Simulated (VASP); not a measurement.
Set up this calculation in VASP 6.6.1, as the native input.

- Task: relaxation of cell and atoms
- Functional: PBEsol
- Potentials or basis: VASP PAW PBE potentials, release 64 (Zr_sv)
- Cutoff: 600 eV
- k mesh: 12 × 12 × 14
- Occupations: gaussian, width 0.1 eV
- Spin: no spin polarisation
- Dipole correction: no
- Further INCAR settings: ALGO = Normal; EDIFF = 1e-06; IBRION = 2; EDIFFG = -0.005; NSW = 70; ISIF = 3

The structure of Zr lies in POSCAR:

```
Zr
1.0
    5.0423649889      0.0000000000      0.0000000000
   -2.5211824945      4.3668161755      0.0000000000
    0.0000000000      0.0000000000      3.1491838129
Zr
3
Direct
    0.6666666667      0.3333333333      0.5000000000
    0.3333333333      0.6666666667      0.5000000000
    0.0000000000      0.0000000000      0.0000000000
```

These files were run (other wordings do the same):

INCAR

```
PREC = Accurate ; ENCUT = 600
EDIFF = 1E-6 ; ISMEAR = 0
SIGMA = 0.1 ; LREAL = False
LASPH = True ; NELM = 100
ALGO = Normal ; ISIF = 3
LWAVE = False ; LCHARG = False
GGA = PS ; IBRION = 2
NSW = 70 ; EDIFFG = -0.005
```

KPOINTS

```
regular mesh
0
Gamma
  12 12 14
```

Potentials or basis: VASP PAW PBE potentials, release 64 (Zr_sv).

The run is started by

```bash
$ cat potpaw_PBE.64/Zr_sv/POTCAR > POTCAR
$ mpirun -np 1 vasp_std > vasp.out
```

Results of the run:

```
Relaxed volume                         : 22.23 Å³/atom
Relaxed cell                           : a = 4.974 Å, b = 4.974 Å, c = 3.112 Å, α = 90.00°, β = 90.00°, γ = 120.00°
Space group after relaxing (to 0.05 Å) : P6/mmm (No. 191)
Energy gained by relaxing              : 10.7 meV/atom
Ionic steps                            : 11
Pressure after relaxing                : 0.0 GPa
Band gap on the k mesh                 : zero (band 18 reaches 9.60 eV, above the bottom of band 19 at 8.98 eV)
```

Caveat: the PAW data sets were made with another functional, which shifts forces and pressure a little.

Run time: 14 min on 1 thread of AMD EPYC 9R45 96-Core Processor (Zen 5), on a shared host, peak memory 0.35 GiB.
